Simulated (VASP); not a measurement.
Input of a VASP 6.6.1 run:

INCAR

```
SYSTEM = TiAl
ALGO     = Fast           ! electronic algorithm
EDIFF    = 1E-6           ! SCF threshold, eV
ENCUT    = 520            ! plane-wave cutoff, eV
GGA      = CA             ! functional
ISIF     = 2              ! what is computed and relaxed
ISMEAR   = 0              ! smearing method
LASPH    = .TRUE.         ! aspherical terms in the spheres
LCHARG   = .TRUE.         ! write CHGCAR
LELF     = .TRUE.         ! ELF
LREAL    = .FALSE.        ! projectors in reciprocal space
LVHAR    = .TRUE.       
LWAVE    = .FALSE.        ! write WAVECAR
NBANDS   = 14             ! bands
NELM     = 80             ! most SCF steps
PREC     = Accurate       ! precision mode
SIGMA    = 0.15           ! smearing width, eV
```

The input KPOINTS:

```
k-points
0
G
  16 16 16
  0 0 0
```

File POSCAR:

```
TiAl
1.0
    3.1790640000      0.0000000000      0.0000000000
    0.0000000000      3.1790640000      0.0000000000
    0.0000000000      0.0000000000      3.3062265600
Ti Al
1 1
Direct
    0.0000000000      0.0000000000      0.0000000000
    0.5000000000      0.5000000000      0.5000000000
```

Potentials or basis: VASP PAW LDA potentials, release 64 (Ti_sv, Al).

Run with:

```bash
$ cat potpaw_LDA.64/Ti_sv/POTCAR potpaw_LDA.64/Al/POTCAR > POTCAR
$ mpirun -np 1 vasp_std > vasp.out
```

Problem. Estimate the pressure.

Solution. -9.3 GPa.

Stress tensor (GPa, compression positive):
```
-10.38   0.00   0.00
  0.00 -10.38   0.00
  0.00   0.00  -7.21
```

Caveat: the cell differs from its parent crystal (strain +0.000 along x and y, +0.040 along z).
